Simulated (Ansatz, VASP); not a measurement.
One calculation of Cs, two programs

INCAR

```
SYSTEM = Cs
ALGO = Normal ; EDIFF = 1E-6
ENCUT = 520 ; GGA = PE
ISIF = 2 ; ISMEAR = 0
LASPH = .True. ; LCHARG = .False.
LREAL = .False. ; LWAVE = .False.
NBANDS = 10 ; NELM = 60
PREC = Accurate ; SIGMA = 0.27211386245988
```

Contents of KPOINTS:

```
k-points
0
Gamma
  4 4 4
  0 0 0
```

POSCAR

```
Cs
1.0
   -3.1284650614      3.1284650614      3.1284650614
    3.1284650614     -3.1284650614      3.1284650614
    3.1284650614      3.1284650614     -3.1284650614
Cs
1
Direct
    0.0000000000      0.0000000000      0.0000000000
```

Input for Ansatz:

```yaml
crystal:
  lattice:
    - [-3.1284650614, 3.1284650614, 3.1284650614]
    - [3.1284650614, -3.1284650614, 3.1284650614]
    - [3.1284650614, 3.1284650614, -3.1284650614]
  atoms:
    - { symbol: Cs, position: [0.0, 0.0, 0.0] }
basis:
  ecutwfc: 420
kpoints:
  mp_grid: { grid: [4, 4, 4] }
hamiltonian:
  xc: pbe
scf:
  occupations: { method: gaussian, width: "0.02 Ry" }
output:
  forces: true
  stress: true
  eigenvalues: true
```

Alike in both runs: task single point; functional PBE; k mesh 4 × 4 × 4; no spin polarisation.

```csv
,VASP,Ansatz
version,VASP 6.6.1,Ansatz 0.2.0
potentials or method,"VASP PAW PBE potentials, release 64 (Cs_sv), cutoff 520 eV","scalar-relativistic, plane waves, PAW"
occupations,"gaussian, width 0.272114 eV",gaussian
valence electrons in the cell,9,9
```

```csv
,VASP,Ansatz,Ansatz less VASP
gap on the k mesh at the Fermi level (eV),none,none,-
pressure (GPa),-0.1,-0.1,+0.01
```

A gap of «none» marks a metal or a gap that the smearing closes.

Spin-orbit coupling is off throughout.
